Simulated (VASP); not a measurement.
Wanted: the native input for a VASP 6.6.1 run.

| Quantity | Value |
| --- | --- |
| Task | relaxation of cell and atoms |
| Functional | PBEsol |
| Potentials or basis | VASP PAW PBE potentials, release 64 (Ca_sv) |
| Cutoff | 600 eV |
| k mesh | 11 × 11 × 6 |
| Occupations | fermi-dirac, width 0.08 eV |
| Spin | no spin polarisation |
| Dipole correction | no |
| Further INCAR settings | ALGO = Normal; EDIFF = 1e-06; IBRION = 2; EDIFFG = -0.005; NSW = 60; ISIF = 3 |

The structure of Ca lies in POSCAR:

```
Ca
1.0
    3.8682466448      0.0000000000      0.0000000000
   -1.9341233224      3.3499998625      0.0000000000
    0.0000000000      0.0000000000      6.2665595646
Ca
2
Direct
    0.3333333333      0.6666666667      0.2500000000
    0.6666666667      0.3333333333      0.7500000000
```

This isn't the form of Ca at room conditions, which is fcc.

The input as run:

INCAR

```
SYSTEM = Ca
PREC = Accurate
ENCUT = 600
EDIFF = 1E-6
ISMEAR = -1
SIGMA = 0.08
LREAL = .False.
LASPH = .True.
NELM = 60
ALGO = Normal
ISIF = 3
LWAVE = .False.
LCHARG = .False.
GGA = PS
IBRION = 2
NSW = 60
EDIFFG = -0.005
```

KPOINTS

```
Automatic mesh
0
Gamma
  11 11 6
  0 0 0
```

Potentials or basis: VASP PAW PBE potentials, release 64 (Ca_sv).

The run is started by

```console
$ cat potpaw_PBE.64/Ca_sv/POTCAR > POTCAR
$ mpirun -np 1 vasp_std > vasp.out
```

Results of the run:

* Relaxed volume: 40.88 Å³/atom
* Relaxed cell: a = 3.855 Å, b = 3.855 Å, c = 6.352 Å, α = 90.00°, β = 90.00°, γ = 120.00°
* Space group after relaxing (to 0.1 Å): P6_3/mmc (No. 194)
* Energy gained by relaxing: 1.0 meV/atom
* Ionic steps: 6
* Pressure after relaxing: 0.0 GPa
* Band gap on the k mesh: zero (bands 10 and 11 overlap by 0.39 eV)

Caveat: the PAW data sets were made with another functional, which shifts forces and pressure a little.

Wall time 3 min on 1 thread of Intel(R) Xeon(R) Platinum 8488C (Sapphire Rapids), with other jobs on the host, peak memory 0.26 GiB.
